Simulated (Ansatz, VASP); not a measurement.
**K in VASP and in Ansatz**

```
CELL_PARAMETERS angstrom
4.88889 0.00000 0.00000
-2.44445 4.23391 0.00000
0.00000 0.00000 15.96698
ATOMIC_POSITIONS crystal
K 0.00000 0.00000 0.00000
K 0.00000 0.00000 0.50000
K 0.33333 0.66667 0.25000
K 0.66667 0.33333 0.75000
```

Alike in both runs: task single point; functional r2SCAN; k mesh 9 × 9 × 3; occupations fermi-dirac, width 0.1 eV; no spin polarisation.

```csv
,VASP,Ansatz
version,VASP 6.6.1,Ansatz 0.2.0
potentials or method,"VASP PAW PBE potentials, release 64 (K_sv), cutoff 520 eV","plane waves (500 eV) with PAW, scalar-relativistic"
valence electrons in the cell,36,36
```

```tsv
	VASP	Ansatz	Ansatz less VASP
pressure (GPa)	-0.2	-0.2	+0.02
```

VASP's potentials were made for PBE, not for r2SCAN.
